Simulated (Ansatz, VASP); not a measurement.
# Two plane-wave programs on SrTe

INCAR

```
PREC     = Accurate       # precision mode
ENCUT    = 500            # plane-wave cutoff, eV
EDIFF    = 1E-6           # SCF threshold, eV
ISMEAR   = 0              # smearing method
SIGMA    = 0.01           # smearing width, eV
LREAL    = F              # projectors in reciprocal space
LASPH    = T              # aspherical terms in the spheres
NELM     = 120            # most SCF steps
ALGO     = Normal         # electronic algorithm
ISIF     = 2              # what is computed and relaxed
LWAVE    = F              # write WAVECAR
LCHARG   = F              # write CHGCAR
GGA      = PE             # functional
NBANDS   = 15             # bands
GGA_COMPAT= F
```

Contents of KPOINTS:

```
regular mesh
0
Gamma
  6 6 6
```

Contents of POSCAR:

```
SrTe
1.0
    0.0000000000      3.3579877066      3.3579877066
    3.3579877066      0.0000000000      3.3579877066
    3.3579877066      3.3579877066      0.0000000000
Sr Te
1 1
Direct
    0.0000000000      0.0000000000      0.0000000000
    0.5000000000      0.5000000000      0.5000000000
```

Input for Ansatz:

```yaml
crystal:
  lattice:
    - [0.0, 3.3579877066, 3.3579877066]
    - [3.3579877066, 0.0, 3.3579877066]
    - [3.3579877066, 3.3579877066, 0.0]
  atoms:
    - { symbol: Sr, position: [0.0, 0.0, 0.0] }
    - { symbol: Te, position: [0.5, 0.5, 0.5] }
kpoints:
  mp_grid: { grid: [6, 6, 6] }
hamiltonian:
  xc: pbe
scf:
  occupations: { method: fixed }
  n_extra_bands: 4
output:
  forces: true
  stress: true
  eigenvalues: true
```

Alike in both runs: task single point; functional PBE; k mesh 6 × 6 × 6; no spin polarisation.

```csv
,VASP,Ansatz
version,VASP 6.6.1,Ansatz 0.2.0
potentials or method,"VASP PAW PBE potentials, release 64 (Sr_sv, Te)","plane waves, PAW"
plane-wave cutoff (eV),500,420
occupations,"gaussian, width 0.01 eV",fixed
valence electrons in the cell,16,26
```

|  | VASP | Ansatz | Ansatz less VASP |
| --- | --- | --- | --- |
| gap on the k mesh at the Fermi level (eV) | 1.76 | 1.78 | +0.024 |
| pressure (GPa) | 0.1 | 0.0 | -0.08 |

VASP's potentials hold 16 valence electrons a cell and Ansatz's 26, so a difference there can come from the potentials and not from the codes.

Neither program's run includes spin-orbit coupling.
